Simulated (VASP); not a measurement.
# MgB2 in VASP: a series of runs, part 2 of 2

VASP 6.6.1.

### Step 3. Single point, PBEsol

Input file INCAR:

```
SYSTEM = MgB2
ALGO = Normal
EDIFF = 1E-6
ENCUT = 600
GGA = PS
GGA_COMPAT = .FALSE.
ISIF = 2
ISMEAR = 0
LASPH = .TRUE.
LCHARG = .TRUE.
LELF = .TRUE.
LREAL = .FALSE.
LVHAR = .TRUE.
LWAVE = .FALSE.
NBANDS = 11
NELM = 120
PREC = Accurate
SIGMA = 0.1
```

Input file KPOINTS:

```
k-points
0
G
  7 7 6
  0 0 0
```

Input file POSCAR:

```
MgB2
1.0
    3.0850000000      0.0000000000      0.0000000000
   -1.5425000000      2.6716883700      0.0000000000
    0.0000000000      0.0000000000      3.5230000000
Mg B
1 2
Direct
    0.0000000000      0.0000000000      0.0100000000
    0.3333333333      0.6666666667      0.5000000000
    0.6666666667      0.3333333333      0.5000000000
```

Potentials or basis: VASP PAW PBE potentials, release 64 (Mg, B).

Run with:

```
cat potpaw_PBE.64/Mg/POTCAR potpaw_PBE.64/B/POTCAR > POTCAR
mpirun -np 1 vasp_std > vasp.out
```

OUTCAR:

```text
SYSTEM = MgB2
   EDIFF = 1E-6
   ENCUT = 600
   GGA = PS
   ISIF = 2
   ISMEAR = 0
   LASPH = .TRUE.
   LREAL = .FALSE.
   NELM = 120
   PREC = Accurate

 ion  position               nearest neighbor table
   1  0.000  0.000  0.010-   2 2.48   3 2.48   3 2.48   2 2.48   3 2.48   2 2.48   3 2.53   2 2.53
                             3 2.53   2 2.53   3 2.53   2 2.53
   2  0.333  0.667  0.500-   3 1.78   3 1.78   3 1.78   1 2.48   1 2.48   1 2.48   1 2.53   1 2.53
                             1 2.53
   3  0.667  0.333  0.500-   2 1.78   2 1.78   2 1.78   1 2.48   1 2.48   1 2.48   1 2.53   1 2.53
                             1 2.53

  LATTYP: Found a hexagonal cell.
 ALAT       =     3.0850000000
 C/A-ratio  =     1.1419773096

  Lattice vectors:

 A1 = (   3.0850000000,   0.0000000000,   0.0000000000)
 A2 = (  -1.5425000000,   2.6716883700,   0.0000000000)
 A3 = (   0.0000000000,   0.0000000000,   3.5230000000)

Analysis of symmetry for initial positions (statically):
=====================================================================
 Subroutine PRICEL returns:
 Original cell was already a primitive cell.

 Routine SETGRP: Setting up the symmetry group for a
 hexagonal supercell.

 Subroutine GETGRP returns: Found 12 space group operations
 (whereof 12 operations were pure point group operations)
 out of a pool of 24 trial point group operations.

The static configuration has the point symmetry C_6v.

Analysis of symmetry for dynamics (positions and initial velocities):
=====================================================================
 Subroutine PRICEL returns:
 Original cell was already a primitive cell.

 Routine SETGRP: Setting up the symmetry group for a
 hexagonal supercell.

 Subroutine GETGRP returns: Found 12 space group operations
 (whereof 12 operations were pure point group operations)
 out of a pool of 24 trial point group operations.

The dynamic configuration has the point symmetry C_6v.

 Subroutine INISYM returns: Found 12 space group operations
 (whereof 12 operations are pure point group operations),
[... 128 lines left out ...]
   LRPA    =     F    only Hartree local field effects (RPA)
 non-spin polarized calculation
 Gauss-broadening in eV      SIGMA  =   0.10
  energy-cutoff  :      600.00
  volume of cell :       29.04
 maximum number of plane-waves:       986
 NGX is ok and might be reduce to    28
   NGX = 13   NGY = 13   NGZ = 15

 number of electron       8.0000000 magnetization

 Free energy of the ion-electron system (eV)
  ---------------------------------------------------
  ext. energy  EPLUGINS =         0.00000000
  ---------------------------------------------------
  free energy    TOTEN  =       -16.22234353 eV

  energy without entropy =      -16.21790076  energy(sigma->0) =      -16.22012215

 E-fermi :   5.0460     XC(G=0): -10.9944

 val. band max:        5.0340317777   @ k =   0.4286  -0.0000   0.0000
 cond. band min:       5.0844743583   @ k =   0.1429  -0.0000   0.3333
 fundamental gap:      0.0504425807
 Fermi energy:         5.0459924702

 k-point     1 :       0.0000    0.0000    0.0000
  band No.  band energies     occupation
      1      -7.2148      2.00000
      2       2.2602      2.00000
      3       5.5511      0.00000
      4       5.5511      0.00000
      5       6.8328      0.00000
      6      11.4564      0.00000
      7      11.4564      0.00000
      8      13.3081      0.00000
      9      15.1359      0.00000
     10      17.7339      0.00000
     11      21.3026      0.00000
[... 309 lines left out ...]
 k-point    24 :       0.2857    0.2857    0.3333
  band No.  band energies     occupation
      1      -2.5072      2.00000
      2      -0.6508      2.00000
      3       0.3240      2.00000
      4       2.9197      2.00000
      5       4.9382      1.87274
      6       9.8776      0.00000
      7      15.0413      0.00000
      8      15.5716      0.00000
      9      16.2841      0.00000
     10      18.2547      0.00000
     11      19.6379      0.00000

 [... further k-points ...]

------------------------ aborting loop because EDIFF is reached ----------------------------------------

  FORCE on cell =-STRESS in cart. coord.  units (eV):
  Direction    XX          YY          ZZ          XY          YZ          ZX
  --------------------------------------------------------------------------------------
  -------------------------------------------------------------------------------------
  Total       -0.6993253     -0.6993253     -0.3357523      0.0000000      0.0000000      0.0000000
  in kB      -38.5865747    -38.5865747    -18.5257592      0.0000000      0.0000000      0.0000000
  external PRESSURE =     -31.8996362 kB  Pullay stress =       0.0000000 kB

 VOLUME and BASIS-vectors are now :
 -----------------------------------------------------------------------------
  energy-cutoff  :      600.00
  volume of cell :       29.04
      direct lattice vectors                 reciprocal lattice vectors
     3.085000000  0.000000000  0.000000000     0.324149109  0.187147575  0.000000000
    -1.542500000  2.671688370  0.000000000     0.000000000  0.374295150  0.000000000
     0.000000000  0.000000000  3.523000000     0.000000000  0.000000000  0.283848992

 POSITION                                       TOTAL-FORCE (eV/Angst)
 -----------------------------------------------------------------------------------
      0.00000      0.00000      0.03523         0.000000     -0.000000     -0.236160
     -0.00000      1.78113      1.76150        -0.000000      0.000000      0.118080
      1.54250      0.89056      1.76150        -0.000000     -0.000000      0.118080
 -----------------------------------------------------------------------------------
    total drift:                                0.000000      0.000000     -0.000046

  FREE ENERGIE OF THE ION-ELECTRON SYSTEM (eV)
  ---------------------------------------------------
  free  energy   TOTEN  =       -16.2223435335 eV

  energy  without entropy=      -16.2179007629  energy(sigma->0) =      -16.22012215
```

stdout:

```text
POSCAR found type information on POSCAR MgB
 POSCAR found :  2 types and       3 ions
 scaLAPACK will be used
 -----------------------------------------------------------------------------
|                                                                             |
|                                                                             |
|     You enforced a specific xc type in the INCAR file but a different       |
|     I HOPE YOU KNOW WHAT YOU ARE DOING!                                     |
|                                                                             |
 -----------------------------------------------------------------------------

 LDA part: xc-table for (Slater+PW92), standard interpolation
 POSCAR, INCAR and KPOINTS ok, starting setup
 FFT: planning ... GRIDC
 FFT: planning ... GRID_SOFT
 FFT: planning ... GRID
 WAVECAR not read
 entering main loop
```

Run time: 13 s. Hardware: 1 thread of Intel Xeon 6975P-C, shared host; peak memory 0.16 GiB.

Results:

* Free energy: -16.2223 eV
* Pressure: -3.2 GPa
* Largest force: 0.236 eV/Å
* Band gap on the k mesh: zero (band 4 reaches 6.01 eV, above the bottom of band 5 at 3.93 eV)

Forces in eV/Å, atoms in the order of the input:
```
Mg   0.000  0.000 -0.236
B    0.000  0.000  0.118
B    0.000  0.000  0.118
```

Caveat: the PAW data sets were made with another functional, which shifts forces and pressure a little.

### Step 4. Single point, PBEsol

Input file INCAR:

```
SYSTEM = MgB2
ALGO = Normal ; EDIFF = 1E-6
ENCUT = 600 ; GGA = PS
GGA_COMPAT = .False. ; ISIF = 2
ISMEAR = 0 ; LASPH = .True.
LCHARG = .False. ; LREAL = .False.
LWAVE = .False. ; NBANDS = 11
NELM = 120 ; PREC = Accurate
SIGMA = 0.1
```

Input file KPOINTS:

```
k-points
0
Gamma
  7 7 6
  0 0 0
```

Changes to POSCAR since step 3:

```diff
@@ -8,3 +8,3 @@
 Direct
-    0.0000000000      0.0000000000      0.0100000000
+    0.0000000000      0.0000000000      0.0200000000
     0.3333333333      0.6666666667      0.5000000000
```

Run with:

```
cat potpaw_PBE.64/Mg/POTCAR potpaw_PBE.64/B/POTCAR > POTCAR
mpirun -np 1 vasp_std > vasp.out
```

Run time: 15 s. Hardware: 1 thread of Intel Xeon 6975P-C, shared host; peak memory 0.16 GiB.

The run converged. Its results:

```yaml
Free_energy: -16.2099 eV
Pressure: -3.0 GPa
Largest_force: 0.473 eV/Å
Band_gap_on_the_k_mesh: zero (band 4 reaches 6.02 eV, above the bottom of band 5 at 3.93 eV)
```

Forces in eV/Å, atoms in the order of the input:
```
Mg   0.000  0.000 -0.473
B    0.000  0.000  0.236
B    0.000  0.000  0.236
```

Stress tensor (GPa, compression positive):
```
-3.62  0.00  0.00
 0.00 -3.62  0.00
 0.00  0.00 -1.65
```

Levels at points of the mesh, in eV from the Fermi level:
```
           k point  band 1  band 2  band 3  band 4  band 5  band 6  band 7  band 8  band 9
(0.00, 0.00, 0.00)  -12.26   -2.78    0.50    0.50    1.79    6.41    6.41    8.26   10.10
(0.00, 0.00, 0.50)  -10.99   -7.27    0.88    0.88    6.73    6.73    8.09   10.05   10.10
```

Caveat: the PAW data sets were made with another functional, which shifts forces and pressure a little.

### Step 5. Single point, PBEsol

Input file INCAR:

```
SYSTEM = MgB2
PREC = Accurate
ENCUT = 600
EDIFF = 1E-6
ISMEAR = 0
SIGMA = 0.1
LREAL = .False.
LASPH = .True.
NELM = 120
ALGO = Normal
ISIF = 2
LWAVE = .False.
LCHARG = .False.
GGA = PS
NBANDS = 11
GGA_COMPAT = .False.
```

Input file KPOINTS:

```
Automatic mesh
0
Gamma
  7 7 6
  0 0 0
```

Changes to POSCAR since step 4:

```diff
@@ -8,3 +8,3 @@
 Direct
-    0.0000000000      0.0000000000      0.0200000000
+    0.0000000000      0.0000000000      0.0300000000
     0.3333333333      0.6666666667      0.5000000000
```

Run with:

```
cat potpaw_PBE.64/Mg/POTCAR potpaw_PBE.64/B/POTCAR > POTCAR
mpirun -np 1 vasp_std > vasp.out
```

Wall time 14 s (1 thread of Intel Xeon 6975P-C, shared host); peak memory 0.16 GiB.

The run converged. Its results:

* Free energy: -16.1890 eV
* Pressure: -2.6 GPa
* Largest force: 0.711 eV/Å
* Band gap on the k mesh: zero (band 4 reaches 6.02 eV, above the bottom of band 5 at 3.94 eV)

Forces in eV/Å, atoms in the order of the input:
```
Mg   0.000  0.000 -0.711
B    0.000  0.000  0.355
B    0.000  0.000  0.355
```

Stress tensor (GPa, compression positive):
```
-3.22  0.00  0.00
 0.00 -3.22  0.00
 0.00  0.00 -1.31
```

Levels at points of the mesh, in eV from the Fermi level:
| k point | band 1 | band 2 | band 3 | band 4 | band 5 | band 6 | band 7 | band 8 |
| --- | --- | --- | --- | --- | --- | --- | --- | --- |
| (0.00, 0.00, 0.00) | -12.26 | -2.77 | 0.50 | 0.50 | 1.78 | 6.40 | 6.40 | 8.25 |
| (0.00, 0.00, 0.50) | -10.99 | -7.26 | 0.87 | 0.87 | 6.72 | 6.72 | 8.09 | 10.05 |

Caveat: the PAW data sets were made with another functional, which shifts forces and pressure a little.
